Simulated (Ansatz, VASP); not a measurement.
## GaN: VASP beside Ansatz

Contents of POSCAR:

```
GaN
1.0
    0.0000000000      2.2535006075      2.2535006075
    2.2535006075      0.0000000000      2.2535006075
    2.2535006075      2.2535006075      0.0000000000
Ga N
1 1
Direct
   -0.0288226704     -0.0288226704     -0.0288226704
    0.7500000000      0.7500000000      0.7500000000
```

The input INCAR.step1:

```
SYSTEM = GaN
  ALGO = Normal
  EDIFF = 1E-4
  ENCUT = 520
  GGA = PE
  ISMEAR = 0
  LASPH = .TRUE.
  LCHARG = .FALSE.
  LREAL = .FALSE.
  LWAVE = .TRUE.
  NBANDS = 16
  NELM = 60
  PREC = Accurate
  SIGMA = 0.2
```

Contents of INCAR.step2:

```
SYSTEM = GaN
  ALGO = Normal
  EDIFF = 1E-6
  ENCUT = 520
  ISIF = 2
  ISMEAR = 0
  ISTART = 1
  LASPH = .TRUE.
  LCHARG = .TRUE.
  LELF = .TRUE.
  LMIXTAU = .TRUE.
  LREAL = .FALSE.
  LVHAR = .TRUE.
  LWAVE = .FALSE.
  METAGGA = R2SCAN
  NBANDS = 16
  NELM = 60
  PREC = Accurate
  SIGMA = 0.2
```

Contents of KPOINTS:

```
k-points
0
G
  10 10 10
  0 0 0
```

Input for Ansatz:

```yaml
crystal:
  lattice:
    - [0.0, 2.2535006075, 2.2535006075]
    - [2.2535006075, 0.0, 2.2535006075]
    - [2.2535006075, 2.2535006075, 0.0]
  atoms:
    - { symbol: Ga, position: [-0.0288226704, -0.0288226704, -0.0288226704] }
    - { symbol: "N", position: [0.75, 0.75, 0.75] }
basis:
  ecutwfc: 500
kpoints:
  mp_grid: { grid: [10, 10, 10] }
hamiltonian:
  xc: r2scan
scf:
  occupations: { method: gaussian, width: 0.2 }
output:
  forces: true
  stress: true
  eigenvalues: true
```

Change from the starting cell: all Ga atoms moved +0.225 Å, as atom 1 towards its neighbour atom 2 (N) at 1.952 Å.

Alike in both runs: task single point; functional r2SCAN; k mesh 10 × 10 × 10; occupations gaussian, width 0.2 eV; no spin polarisation.

|  | VASP | Ansatz |
| --- | --- | --- |
| version | VASP 6.6.1 | Ansatz 0.2.0 |
| potentials or method | VASP PAW PBE potentials, release 64 (Ga_d, N), cutoff 520 eV | scalar-relativistic, plane waves, PAW |
| valence electrons in the cell | 18 | 18 |

```csv
,VASP,Ansatz,Ansatz less VASP
gap on the k mesh at the Fermi level (eV),1.91,1.91,+0.001
least direct gap on the mesh (eV),1.91,1.91,+0.001
pressure (GPa),7.4,6.3,-1.03
"traceless stress, the component that is largest in VASP (GPa)",13.88,13.58,-0.300
rms of the force components (eV/Å),2.873,2.845,-0.0281
```

VASP's potentials were made for PBE, not for r2SCAN. Atom by atom the forces differ by 0.028 eV/Å (rms over components).
